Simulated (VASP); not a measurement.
Set up this calculation in VASP 6.6.1, as the native input.

* Task: single point
* Functional: PBEsol
* Potentials or basis: VASP PAW PBE potentials, release 64 (B, As)
* Cutoff: 520 eV
* k mesh: 10 × 10 × 10
* Occupations: gaussian, width 0.01 eV
* Spin: no spin polarisation
* Dipole correction: no
* Further INCAR settings: ALGO = Normal; EDIFF = 1e-07; NBANDS = 11

The structure of BAs lies in POSCAR:

```
BAs
1.0
    0.0000000000      2.3839433643      2.3839433643
    2.3839433643      0.0000000000      2.3839433643
    2.3839433643      2.3839433643      0.0000000000
B As
1 1
Direct
    0.0000000000      0.0000000000      0.0000000000
    0.2500000000      0.2500000000      0.2500000000
```

The input as run:

INCAR

```
ALGO = Normal ; EDIFF = 1E-7
ENCUT = 520 ; GGA = PS
ISIF = 2 ; ISMEAR = 0
LASPH = True ; LCHARG = False
LREAL = False ; LWAVE = False
NBANDS = 11 ; NELM = 100
PREC = Accurate ; SIGMA = 0.01
```

KPOINTS

```
k-points
0
Gamma
  10 10 10
```

Potentials or basis: VASP PAW PBE potentials, release 64 (B, As).

Command:

```console
$ cat potpaw_PBE.64/B/POTCAR potpaw_PBE.64/As/POTCAR > POTCAR
$ mpirun -np 1 vasp_std > vasp.out
```

It gave:

```
Pressure               : 0.9 GPa
Band gap on the k mesh : 1.07 eV, indirect (least direct gap 3.25 eV)
```

Caveat: the PAW data sets were made with another functional, which shifts forces and pressure a little.

Run time: 8.6 s on 1 thread of Intel(R) Xeon(R) 6975P-C (Granite Rapids), on a shared host, peak memory 0.16 GiB.
